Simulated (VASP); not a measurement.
## Pt: single point with PBEsol

The system is Pt.

```xyz
1
Lattice="0.0000 2.0161 2.0161 2.0161 0.0000 2.0161 2.0161 2.0161 0.0000" Properties=species:S:1:pos:R:3 pbc="T T T"
Pt    0.0000    0.0000    0.0000
```

```json
{
  "Program": "VASP 6.6.1",
  "Task": "single point",
  "Functional": "PBEsol",
  "Potentials or basis": "VASP PAW PBE potentials, release 64 (Pt)",
  "Cutoff": "520 eV",
  "k mesh": "22 × 22 × 22",
  "Occupations": "gaussian, width 0.15 eV",
  "Spin": "collinear spin, ferromagnetic start",
  "Starting moments": "[0.4] μB",
  "Fixed moment": "0.4 μB"
}
```

| Item | Value |
| --- | --- |
| Pressure | -19.2 GPa |
| Net moment | 0.40 μB per cell |
| Site moments | Pt +0.40 μB |
| Valence electrons inside the program's atomic spheres | Pt 9.08 |

Run time: 100 s on 1 thread of Intel(R) Xeon(R) Platinum 8259CL CPU @ 2.50GHz (Skylake/Cascade Lake) (shared host), peak memory 0.24 GiB.

Caveat: the PAW data sets were made with another functional, which shifts forces and pressure a little; the total moment is fixed, so each spin has its own Fermi level.
